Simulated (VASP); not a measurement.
# In (I4/mmm) in VASP: density of states with PBE

Aim: the density of states of In with PBE.

All numbers are computed with VASP 6.6.1; they aren't measurements. Logs are shortened: lines on timing, memory, paths and dates and some standing lists are left out, and cuts for length are marked.

### Step 1. The cell of the first run

It takes space group I4/mmm (No. 139, tetragonal). Conventional cell: a = 3.390 Å, b = 3.390 Å, c = 4.785 Å, α = 90.00°, β = 90.00°, γ = 90.00°. In (site symmetry 4/mmm) has 12 In at 3.39 Å within 4.5 Å.

### Step 2. Density of states, PBE

File POSCAR:

```
In
1.0
   -1.6950972798      1.6950972798      2.3922503185
    1.6950972798     -1.6950972798      2.3922503185
    1.6950972798      1.6950972798     -2.3922503185
In
1
Direct
    0.0000000000      0.0000000000      0.0000000000
```

File INCAR.step1:

```
PREC     = Accurate       # precision mode
ENCUT    = 520            # plane-wave cutoff, eV
EDIFF    = 1E-7           # SCF threshold, eV
ISMEAR   = 0              # smearing method
SIGMA    = 0.1            # smearing width, eV
LREAL    = False          # projectors in reciprocal space
LASPH    = True           # aspherical terms in the spheres
NELM     = 100            # most SCF steps
ALGO     = Fast           # electronic algorithm
ISIF     = 2              # what is computed and relaxed
LWAVE    = False          # write WAVECAR
LCHARG   = True           # write CHGCAR
GGA      = PE             # functional
NBANDS   = 12             # bands
```

File KPOINTS.step1:

```
regular mesh
0
Gamma
  18 18 18
```

File INCAR.step2:

```
PREC     = Accurate       # precision mode
ENCUT    = 520            # plane-wave cutoff, eV
EDIFF    = 1E-7           # SCF threshold, eV
ISMEAR   = -5             # smearing method
SIGMA    = 0.1            # smearing width, eV
LREAL    = False          # projectors in reciprocal space
LASPH    = True           # aspherical terms in the spheres
NELM     = 100            # most SCF steps
ALGO     = Fast           # electronic algorithm
ISIF     = 2              # what is computed and relaxed
LWAVE    = False          # write WAVECAR
LCHARG   = False          # write CHGCAR
GGA      = PE             # functional
LORBIT   = 10             # projections on sites
NEDOS    = 2001           # points of the DOS
ICHARG   = 11             # starting density
```

File KPOINTS.step2:

```
regular mesh
0
Gamma
  27 27 27
```

Potentials or basis: VASP PAW PBE potentials, release 64 (In_d).

Started as:

```console
cat potpaw_PBE.64/In_d/POTCAR > POTCAR
cp INCAR.step1 INCAR
cp KPOINTS.step1 KPOINTS
mpirun -np 1 vasp_std > vasp.out
cp INCAR.step2 INCAR
cp KPOINTS.step2 KPOINTS
mpirun -np 1 vasp_std > vasp.out
```

OUTCAR:

```text
PREC = Accurate
   ENCUT = 520
   EDIFF = 1E-7
   ISMEAR = -5
   LREAL = False
   LASPH = True
   NELM = 100
   ISIF = 2
   GGA = PE
   LORBIT = 10
   ICHARG = 11

 ion  position               nearest neighbor table
   1  0.000  0.000  0.000-

  LATTYP: Found a body centered tetragonal cell.
 ALAT       =     3.3901945596
 C/A-ratio  =     1.4112761238

  Lattice vectors:

 A1 = (  -1.6950972798,   1.6950972798,   2.3922503185)
 A2 = (   1.6950972798,  -1.6950972798,   2.3922503185)
 A3 = (   1.6950972798,   1.6950972798,  -2.3922503185)

Analysis of symmetry for initial positions (statically):
=====================================================================
 Subroutine PRICEL returns:
 Original cell was already a primitive cell.

 Routine SETGRP: Setting up the symmetry group for a
 body centered tetragonal supercell.

 Subroutine GETGRP returns: Found 16 space group operations
 (whereof 16 operations were pure point group operations)
 out of a pool of 16 trial point group operations.

The static configuration has the point symmetry D_4h.

Analysis of symmetry for dynamics (positions and initial velocities):
=====================================================================
 Subroutine PRICEL returns:
 Original cell was already a primitive cell.

 Routine SETGRP: Setting up the symmetry group for a
 body centered tetragonal supercell.

 Subroutine GETGRP returns: Found 16 space group operations
 (whereof 16 operations were pure point group operations)
 out of a pool of 16 trial point group operations.

The dynamic configuration has the point symmetry D_4h.

 Subroutine INISYM returns: Found 16 space group operations
 (whereof 16 operations are pure point group operations),
 and found     1 'primitive' translations

----------------------------------------------------------------------------------------

                                     Primitive cell

  volume of cell :      27.4951

  direct lattice vectors                    reciprocal lattice vectors
    -1.695097280  1.695097280  2.392250318     0.000000000  0.294968322  0.209008228
     1.695097280 -1.695097280  2.392250318     0.294968322  0.000000000  0.209008228
     1.695097280  1.695097280 -2.392250318     0.294968322  0.294968322  0.000000000

  length of vectors
     3.386675532  3.386675532  3.386675532     0.361511757  0.361511757  0.417148201

  position of ions in fractional coordinates (direct lattice)
     0.000000000  0.000000000  0.000000000

  ion indices of the primitive-cell ions
   primitive index   ion index
                 1           1

----------------------------------------------------------------------------------------

 KPOINTS: regular mesh

Automatic generation of k-mesh.
 Grid dimensions read from file:
 generate k-points for:   27   27   27

 Generating k-lattice:

  Cartesian coordinates                     Fractional coordinates (reciprocal lattice)
     0.000000000  0.010924753  0.007741045     0.037037037  0.000000000  0.000000000
     0.010924753  0.000000000  0.007741045     0.000000000  0.037037037  0.000000000
     0.010924753  0.010924753  0.000000000     0.000000000  0.000000000  0.037037037

  Length of vectors
     0.013389324  0.013389324  0.015449933

  Shift w.r.t. Gamma in fractional coordinates (k-lattice)
     0.000000000  0.000000000  0.000000000

 TETIRR: Found  24933 inequivalent tetrahedra from   118098

 Subroutine IBZKPT returns following result:
 ===========================================

 Found   1470 irreducible k-points:

 Following reciprocal coordinates:
            Coordinates               Weight
  0.000000  0.000000  0.000000      1.000000
  0.037037  0.000000  0.000000      8.000000
  0.074074  0.000000  0.000000      8.000000
  0.111111  0.000000 -0.000000      8.000000
  0.148148  0.000000 -0.000000      8.000000
  0.185185 -0.000000  0.000000      8.000000
[... 16 lines left out ...]
  0.333333  0.037037  0.000000     16.000000
  0.370370  0.037037  0.000000     16.000000
 [... further k-points ...]
   k-points           NKPTS =   1470   k-points in BZ     NKDIM =   1470   number of bands    NBANDS=     10
   number of dos      NEDOS =   2001   number of ions     NIONS =      1
   total plane-waves  NPLWV =  21952
   dimension x,y,z NGX =    28 NGY =   28 NGZ =   28
   dimension x,y,z NGXF=    56 NGYF=   56 NGZF=   56
   ions per type =               1
   NGX,Y,Z   is equivalent  to a cutoff of  13.74, 13.74, 13.74 a.u.
   NGXF,Y,Z  is equivalent  to a cutoff of  27.49, 27.49, 27.49 a.u.
 SYSTEM =  unknown system
   PREC   = accura    normal or accurate (medium, high low for compatibility)
   ISTART =      0    job   : 0-new  1-cont  2-samecut
   ICHARG =     11    charge: 1-file 2-atom 10-const
   ISPIN  =      1    spin polarized calculation?
   LNONCOLLINEAR =      F non collinear calculations
   LSORBIT =      F    spin-orbit coupling
   LASPH  =      T    aspherical Exc in radial PAW
   ENCUT  =  520.0 eV  38.22 Ry    6.18 a.u.   6.30  6.30  6.30*2*pi/ulx,y,z
   NELM   =    100;   NELMIN=  2; NELMDL=  0     # of ELM steps
   EDIFF  = 0.1E-06   stopping-criterion for ELM
   LREAL  =      F    real-space projection
   EDIFFG = 0.1E-05   stopping-criterion for IOM
   NSW    =      0    number of steps for IOM
   IBRION =     -1    ionic relax: 0-MD 1-quasi-New 2-CG
   NFREE  =      0    steps in history (QN), initial steepest desc. (CG)
   ISIF   =      2    stress and relaxation
   ISYM   =      2    0-nonsym 1-usesym 2-fastsym
   POTIM  = 0.5000    time-step for ionic-motion
   TEBEG  =    0.0;   TEEND  =   0.0 temperature during run
   PSTRESS=    0.0 pullay stress
   NELECT =      13.0000    total number of electrons
   NUPDOWN=      -1.0000    fix difference up-down
   EMIN   =  10.00;   EMAX   =-10.00  energy-range for DOS
   EFERMI =   0.00;   METHOD = LEGACY
   ISMEAR =    -5;   SIGMA  =   0.10  broadening in eV -4-tet -1-fermi 0-gaus
   EFERMI_NEDOS =   21; number of points for ismear=-14 and -15
   IALGO  =     68    algorithm
   IMIX   =      4    mixing-type and parameters
     AMIX     =   0.40;   BMIX     =  1.00
     AMIX_MAG =   1.60;   BMIX_MAG =  1.00
  volume/ion in A,a.u.               =      27.50       185.55
  Fermi-wavevector in a.u.,A,eV,Ry     =   1.275373  2.410106 22.130925  1.626577
  Thomas-Fermi vector in A             =   2.408089
   LORBIT       =     10    0 simple, 1 ext, 2 COOP (PROOUT), +10 PAW based schemes
   GGA     = PE    functional components
   LHFCALC =     F    Hartree Fock is set to
   AEXX    =    0.0000 exact exchange contribution
   IVDW    =     0    specifies the selected vdW correction
   LEPSILON=     F    determine dielectric tensor
   LRPA    =     F    only Hartree local field effects (RPA)
 non-spin polarized calculation
 RMM-DIIS sequential band-by-band and
 Fermi weights with tetrahedron method with Bloechl corrections
  energy-cutoff  :      520.00
  volume of cell :       27.50
 maximum number of plane-waves:       754
 NGX is ok and might be reduce to    28

 number of electron      12.9999997 magnetization

 Free energy of the ion-electron system (eV)
  ---------------------------------------------------
  ext. energy  EPLUGINS =         0.00000000
  ---------------------------------------------------
  free energy    TOTEN  =        -2.55954619 eV

  energy without entropy =       -2.55954619  energy(sigma->0) =       -2.55954619

 E-fermi :   6.9885     XC(G=0): -10.0196

 val. band max:        7.1218191599   @ k =  -0.3333   0.3333   0.2963
 cond. band min:       6.8206243785   @ k =  -0.3704   0.3704   0.3333
 fundamental gap:     -0.3011947814
 Fermi energy:         6.9884545613

 k-point     1 :       0.0000    0.0000    0.0000
  band No.  band energies     occupation
      1      -7.6165      2.00000
      2      -7.6165      2.00000
      3      -7.6142      2.00000
      4      -7.4674      2.00000
      5      -7.4648      2.00000
      6      -2.2364      2.00000
      7      17.0968      0.00000
      8      17.1018      0.00000
      9      17.1018      0.00000
     10      18.3833      0.00000

 k-point     2 :       0.0370    0.0000    0.0000
  band No.  band energies     occupation
      1      -7.6163      2.00000
      2      -7.6143      2.00000
      3      -7.6125      2.00000
      4      -7.4677      2.00000
      5      -7.4651      2.00000
      6      -2.2076      2.00000
      7      16.6857      0.00000
      8      17.0436      0.00000
      9      17.0459      0.00000
     10      18.2641      0.00000

 k-point     3 :       0.0741    0.0000    0.0000
  band No.  band energies     occupation
      1      -7.6169      2.00000
      2      -7.6082      2.00000
      3      -7.6066      2.00000
      4      -7.4682      2.00000
      5      -7.4658      2.00000
      6      -2.1210      2.00000
      7      15.6973      0.00000
      8      16.8946      0.00000
      9      16.8951      0.00000
     10      18.1521      0.00000

 k-point     4 :       0.1111    0.0000   -0.0000
  band No.  band energies     occupation
      1      -7.6185      2.00000
      2      -7.5994      2.00000
      3      -7.5978      2.00000
      4      -7.4681      2.00000
      5      -7.4658      2.00000
      6      -1.9761      2.00000
      7      14.5103      0.00000
      8      16.6832      0.00000
      9      16.6874      0.00000
     10      18.0851      0.00000
[... 222 lines left out ...]
 k-point    22 :       0.2963    0.0370   -0.0000
  band No.  band energies     occupation
      1      -7.6431      2.00000
      2      -7.5856      2.00000
      3      -7.5828      2.00000
      4      -7.4112      2.00000
      5      -7.3891      2.00000
      6      -0.1698      2.00000
      7       8.2265     -0.00477
      8      14.7946      0.00000
      9      15.8887      0.00000
     10      17.9397      0.00000

 k-point    23 :       0.3333    0.0370    0.0000
  band No.  band energies     occupation
      1      -7.6492      2.00000
      2      -7.5918      2.00000
      3      -7.5887      2.00000
      4      -7.3886      2.00000
      5      -7.3698      2.00000
      6       0.3528      2.00000
      7       7.1736      0.48986
      8      14.6963      0.00000
      9      15.6547      0.00000
     10      17.8272      0.00000

 k-point    24 :       0.3704    0.0370    0.0000
  band No.  band energies     occupation
      1      -7.6548      2.00000
      2      -7.5979      2.00000
      3      -7.5944      2.00000
      4      -7.3678      2.00000
      5      -7.3533      2.00000
      6       0.9312      2.00000
      7       6.1765      2.07130
      8      14.6397      0.00000
      9      15.4401      0.00000
     10      17.7076      0.00000

 [... further k-points ...]
[... 5 lines left out ...]
  --------------------------------------------------------------------------------------
  -------------------------------------------------------------------------------------
  Total        0.0349649      0.0349649      0.0378694      0.0000000     -0.0000000      0.0000000
  in kB        2.0374473      2.0374473      2.2066967      0.0000000     -0.0000000      0.0000000
  external PRESSURE =       2.0938638 kB  Pullay stress =       0.0000000 kB

 VOLUME and BASIS-vectors are now :
 -----------------------------------------------------------------------------
  energy-cutoff  :      520.00
  volume of cell :       27.50
      direct lattice vectors                 reciprocal lattice vectors
    -1.695097280  1.695097280  2.392250318     0.000000000  0.294968322  0.209008228
     1.695097280 -1.695097280  2.392250318     0.294968322  0.000000000  0.209008228
     1.695097280  1.695097280 -2.392250318     0.294968322  0.294968322  0.000000000

 POSITION                                       TOTAL-FORCE (eV/Angst)
 -----------------------------------------------------------------------------------
      0.00000      0.00000      0.00000         0.000000      0.000000     -0.000000
 -----------------------------------------------------------------------------------
    total drift:                                0.000000     -0.000000     -0.000000

  FREE ENERGIE OF THE ION-ELECTRON SYSTEM (eV)
  ---------------------------------------------------
  free  energy   TOTEN  =        -2.5595461859 eV

  energy  without entropy=       -2.5595461859  energy(sigma->0) =       -2.55954619

 total charge

# of ion       s       p       d       tot
------------------------------------------
    1        1.007   0.462   9.846  11.315
```

It took 4.3 min on 1 thread of Intel Xeon 6975P-C (Granite Rapids), shared host; peak memory 0.53 GiB.

What came out:

```yaml
Valence_electrons_inside_the_program's_atomic_spheres: In 11.31
```

Levels at points of the mesh, in eV from the Fermi level:
| k point | band 4 | band 5 | band 6 | band 7 | band 8 | band 9 |
| --- | --- | --- | --- | --- | --- | --- |
| (0.00, 0.00, 0.00) | -14.46 | -14.45 | -9.22 | 10.11 | 10.11 | 10.11 |

Caveat: spin-orbit coupling is left out, which moves the levels of the heavy elements; tetrahedron occupations give inexact forces and stress in metals.
